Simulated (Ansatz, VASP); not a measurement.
Two plane-wave programs on Al

```
CELL_PARAMETERS angstrom
2.81246 0.00000 0.00000
-1.40623 2.43566 0.00000
0.00000 0.00000 4.86685
ATOMIC_POSITIONS crystal
Al 0.66667 0.33333 0.75000
Al 0.33333 0.66667 0.25000
```

Alike in both runs: task relaxation of cell and atoms; functional BLYP; dispersion D3(BJ); k mesh 7 × 7 × 4; occupations fermi-dirac, width 0.3 eV; no spin polarisation.

|  | VASP | Ansatz |
| --- | --- | --- |
| version | VASP 6.6.1 | Ansatz 0.2.0 |
| potentials or method | VASP PAW PBE potentials, release 64 (Al), cutoff 600 eV | plane waves, PAW |
| valence electrons in the cell | 6 | 6 |

Ansatz gave:

- relaxed volume (Å³/atom): 15.79
- relaxed cell length with the largest relative difference (Å): 4.574

Q: Estimate VASP's values.

A: Relaxed volume (Å³/atom): 15.83; relaxed cell length with the largest relative difference (Å): 4.582.

VASP's potentials were made for PBE, not for BLYP.

The k mesh is coarse, so the values compare programs but aren't converged.
